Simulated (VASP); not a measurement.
Here is a VASP 6.6.1 calculation.

Contents of INCAR:

```
  PREC = Accurate
  ENCUT = 520
  EDIFF = 1E-7
  ISMEAR = 0
  SIGMA = 0.02
  LREAL = F
  LASPH = T
  NELM = 60
  ALGO = Normal
  ISIF = 2
  LWAVE = F
  LCHARG = F
  GGA = PE
  NBANDS = 28
```

File KPOINTS:

```
Automatic mesh
0
Gamma
  8 8 8
```

File POSCAR:

```
BaTiO3
1.0
    3.9877958523      0.0000000000      0.0000000000
    0.0000000000      3.9877958523      0.0000000000
    0.0000000000      0.0000000000      3.9877958523
Ba Ti O
1 1 3
Direct
    0.5000000000      0.5000000000      0.5000000000
    0.0000000000      0.0000000000      0.0000000000
    0.5000000000      0.0000000000      0.0000000000
    0.0000000000      0.5000000000      0.0000000000
    0.0000000000      0.0000000000      0.5000000000
```

Potentials or basis: VASP PAW PBE potentials, release 64 (Ba_sv, Ti_sv, O).

Launch:

```bash
$ cat potpaw_PBE.64/Ba_sv/POTCAR potpaw_PBE.64/Ti_sv/POTCAR potpaw_PBE.64/O/POTCAR > POTCAR
$ mpirun -np 1 vasp_std > vasp.out
```

(1) Predict the band gap on the k mesh.

(2) Estimate the pressure.

## Answers

(1) 1.77 eV, indirect (least direct gap 1.90 eV).

(2) 5.9 GPa.

Caveat: spin-orbit coupling is left out, which moves the levels of the heavy elements.
